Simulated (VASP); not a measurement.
## C: single point with LDA

The system is C.

```xyz
2
Lattice="0.0000 1.6956 1.8228 1.6956 0.0000 1.8228 1.6956 1.6956 0.0000" Properties=species:S:1:pos:R:3 pbc="T T T"
C     1.6956    1.6956    1.8228
C     2.5435    2.5435    2.7342
```

This cell differs from its parent crystal: volume 5.241 Å^3 an atom, c/a of the conventional cell 1.0750.

| Quantity | Value |
| --- | --- |
| Program | VASP 6.6.1 |
| Task | single point |
| Functional | LDA |
| Potentials or basis | VASP PAW LDA potentials, release 64 (C_h) |
| Cutoff | 910 eV |
| k mesh | 12 × 12 × 12 |
| Occupations | gaussian, width 0.05 eV |
| Spin | no spin polarisation |

```json
{"Pressure": "26.1 GPa", "Band gap on the k mesh": "3.38 eV, indirect (least direct gap 5.10 eV)"}
```

Stress tensor (GPa, compression positive):
```
 52.10   0.00   0.00
  0.00  52.10   0.00
  0.00   0.00 -25.96
```

Levels at points of the mesh, in eV from the valence-band top:
| k point | band 1 | band 2 | band 3 | band 4 | band 5 | band 6 | band 7 | band 8 |
| --- | --- | --- | --- | --- | --- | --- | --- | --- |
| (0.00, 0.00, 0.00) | -22.82 | -1.25 | 0.00 | 0.00 | 5.10 | 5.10 | 6.01 | 14.88 |
| (0.50, 0.00, 0.00) | -16.49 | -14.67 | -4.14 | -2.67 | 7.13 | 8.66 | 10.52 | 15.76 |
| (0.50, 0.50, 0.00) | -14.39 | -14.39 | -6.40 | -6.40 | 5.69 | 5.69 | 17.12 | 17.12 |
| (0.50, 0.00, 0.50) | -13.18 | -13.18 | -7.53 | -7.53 | 3.92 | 3.92 | 17.25 | 17.25 |

Wall time 19 s on 1 thread of AMD EPYC 7R13 Processor (Zen 3), on a shared host, peak memory 0.12 GiB.

Caveat: the cutoff is under 1.25 times the usual one of these potentials, so pressure, stress and relaxed cells hold a basis-set (Pulay) error. A k mesh can miss the band edges.
